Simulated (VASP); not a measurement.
Input of a VASP 6.6.1 run:

The input INCAR:

```
PREC = Accurate ; ENCUT = 520
EDIFF = 1E-6 ; ISMEAR = 0
SIGMA = 0.1 ; LREAL = F
LASPH = T ; NELM = 150
ALGO = Normal ; ISIF = 2
LWAVE = F ; LCHARG = F
ISPIN = 2 ; MAGMOM = 0 0.67 0.67 0.67 0.67 0.67
LORBIT = 11 ; LMAXMIX = 4
GGA = PE ; NBANDS = 44
```

KPOINTS

```
Automatic mesh
0
Gamma
  6 6 2
```

Contents of POSCAR:

```
CuNi5
1.0
    2.4987442000      0.0000000000      0.0000000000
    0.0000000000      2.4987442000      0.0000000000
    0.0000000000      0.0000000000     10.6177009000
Cu Ni
1 5
Direct
    0.5000000000      0.5000000000      0.5000000000
    0.0000000000      0.0000000000      0.6720450000
    0.5000000000      0.5000000000      0.8349710000
    0.0000000000      0.0000000000      0.0000000000
    0.5000000000      0.5000000000      0.1650290000
    0.0000000000      0.0000000000      0.3279550000
```

Potentials or basis: VASP PAW PBE potentials, release 64 (Cu, Ni).

The run is started by

```bash
$ cat potpaw_PBE.64/Cu/POTCAR potpaw_PBE.64/Ni/POTCAR > POTCAR
$ mpirun -np 1 vasp_std > vasp.out
```

Estimate the net moment.

3.13 μB per cell.

Predict the pressure.

0.0 GPa.

Predict the site moments.

Cu +0.02; Ni +0.56, +0.67, +0.70 (each value once) μB.

Stress tensor (GPa, compression positive):
```
 0.22  0.00  0.00
 0.00  0.22  0.00
 0.00  0.00 -0.41
```

Caveat: the k points lie up to 0.42 Å⁻¹ apart.
